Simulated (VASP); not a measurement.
Wanted: the native input for a VASP 6.6.1 run.

| Quantity | Value |
| --- | --- |
| Task | single point |
| Functional | LDA |
| Potentials or basis | VASP PAW LDA potentials, release 64 (K_sv, F) |
| Cutoff | 520 eV |
| k mesh | 8 × 8 × 8 |
| Occupations | gaussian, width 0.05 eV |
| Spin | no spin polarisation |
| Dipole correction | no |
| Further INCAR settings | ALGO = Normal; EDIFF = 1e-07; NBANDS = 15 |

The structure of KF lies in POSCAR:

```
KF
1.0
    0.0563870866      2.6508849350      2.6508849350
    2.6508849350      0.0563870866      2.6508849350
    2.6508849350      2.6508849350      0.0563870866
K F
1 1
Direct
    0.0000000000      0.0000000000      0.0000000000
    0.5000000000      0.5000000000      0.5000000000
```

One way to write it, as run:

INCAR

```
ALGO = Normal
EDIFF = 1E-7
ENCUT = 520
GGA = CA
ISIF = 2
ISMEAR = 0
LASPH = True
LCHARG = False
LREAL = False
LWAVE = False
NBANDS = 15
NELM = 80
PREC = Accurate
SIGMA = 0.05
```

KPOINTS

```
k-points
0
Gamma
  8 8 8
```

Potentials or basis: VASP PAW LDA potentials, release 64 (K_sv, F).

The run is started by

```console
$ cat potpaw_LDA.64/K_sv/POTCAR potpaw_LDA.64/F/POTCAR > POTCAR
$ mpirun -np 1 vasp_std > vasp.out
```

Results of the run:

| Quantity | Value |
| --- | --- |
| Pressure | -1.7 GPa |
| Band gap on the k mesh | 6.07 eV, direct |

Wall time 27 s on 1 thread of Intel(R) Xeon(R) Platinum 8375C CPU @ 2.90GHz (Ice Lake) (shared host), peak memory 0.15 GiB.
